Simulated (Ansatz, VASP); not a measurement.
# Ga in VASP and in Ansatz

```
CELL_PARAMETERS angstrom
2.71423 0.00000 0.00000
-1.35711 2.35059 0.00000
0.00000 0.00000 4.67284
ATOMIC_POSITIONS crystal
Ga 0.33333 0.66667 0.25000
Ga 0.66667 0.33333 0.75000
```

Change from the starting cell: volume scaled by 0.78, PAW files.

Alike in both runs: task single point; functional PBE; k mesh 14 × 14 × 8; occupations fermi-dirac, width 0.1 eV; no spin polarisation.

|  | VASP | Ansatz |
| --- | --- | --- |
| version | VASP 6.6.1 | Ansatz 0.2.0 |
| potentials or method | VASP PAW PBE potentials, release 64 (Ga_d) | PAW with Ansatz's default frozen-core files, scalar-relativistic |
| plane-wave cutoff (eV) | 520 | 420 |
| valence electrons in the cell | 26 | 26 |

|  | VASP | Ansatz | Ansatz less VASP |
| --- | --- | --- | --- |
| pressure (GPa) | 21.6 | 21.4 | -0.24 |
| traceless stress, the component that is largest in VASP (GPa) | 0.05 | 0.09 | +0.039 |

With one functional, cell and mesh, what is left measures potentials, basis and numerics.
